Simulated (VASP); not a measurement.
Write the native input for VASP 6.6.1 that does the following.

```yaml
Task: single point
Functional: PBEsol
Dispersion: D3(BJ)
Potentials_or_basis: VASP PAW PBE potentials, release 64 (C)
Cutoff: 520 eV
k_mesh: 15 × 15 × 15
Occupations: gaussian, width 0.05 eV
Spin: no spin polarisation
Dipole_correction: no
Further_INCAR_settings: ALGO = Normal; EDIFF = 1e-06; NBANDS = 11
```

The structure of C lies in POSCAR:

```
C
1.0
    1.2189287796      0.7037488590      3.2563122841
   -1.2189287796      0.7037488590      3.2563122841
    0.0000000000     -1.4074977180      3.2563122841
C
2
Direct
    0.1665835217      0.1665835217      0.1665835217
    0.8334164783      0.8334164783      0.8334164783
```

This cell differs from its parent crystal: the cell strained.

The input as run:

INCAR

```
SYSTEM = C
ALGO = Normal ; EDIFF = 1E-6
ENCUT = 520 ; GGA = PS
ISIF = 2 ; ISMEAR = 0
IVDW = 12 ; LASPH = .True.
LCHARG = .False. ; LREAL = .False.
LWAVE = .False. ; NBANDS = 11
NELM = 80 ; PREC = Accurate
SIGMA = 0.05
```

KPOINTS

```
k-points
0
Gamma
  15 15 15
  0 0 0
```

Potentials or basis: VASP PAW PBE potentials, release 64 (C).

Run with:

```console
$ cat potpaw_PBE.64/C/POTCAR > POTCAR
$ mpirun -np 1 vasp_std > vasp.out
```

It gave:

The pressure is 8.7 GPa and the dispersion energy per atom is -0.113 eV.

Caveat: the cell differs from its parent crystal (the cell strained); the cell stands under pressure; the PAW data sets were made with another functional, which shifts forces and pressure a little.

Wall time 71 s on 1 thread of Intel(R) Xeon(R) Platinum 8488C (Sapphire Rapids), on a shared host, peak memory 0.19 GiB.
